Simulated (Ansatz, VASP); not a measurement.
## Al3BP4: VASP beside Ansatz

```
Al B P
1.0
     3.70852    0.00000    0.00000
     0.00000    3.70852    0.00000
     0.00000    0.00000   10.80037
Al B P
3 1 4
Direct
  0.50000 0.50000 0.76661
  0.00000 0.00000 0.50000
  0.50000 0.50000 0.23339
  0.00000 0.00000 0.00000
  0.00000 0.50000 0.63344
  0.50000 0.00000 0.36656
  0.00000 0.50000 0.09836
  0.50000 0.00000 0.90164
```

Change from the starting cell: species swapped into the MgMn3Te4 type (P-4m2, No. 115).

Alike in both runs: functional PBE; k mesh 4 × 4 × 2; occupations gaussian, width 0.2 eV; no spin polarisation.

Ansatz relaxed the structure, and its values are those at the end. VASP's run is a single point on that final structure, the one shown.

```csv
,VASP,Ansatz
version,VASP 6.6.1,Ansatz 0.2.0
potentials or method,"VASP PAW PBE potentials, release 64 (Al, B, P), cutoff 500 eV","scalar-relativistic, plane waves, PAW"
valence electrons in the cell,32,32
```

|  | VASP | Ansatz | Ansatz less VASP |
| --- | --- | --- | --- |
| gap on the k mesh at the Fermi level (eV) | 0.95 | 0.95 | +0.003 |
| least direct gap on the mesh (eV) | 0.95 | 0.95 | +0.003 |
| pressure (GPa) | -0.5 | -0.4 | +0.11 |
| rms of the force components (eV/Å) | 0.011 | 0.011 | -0.0008 |

The k mesh is coarse, so the values compare programs but aren't converged.
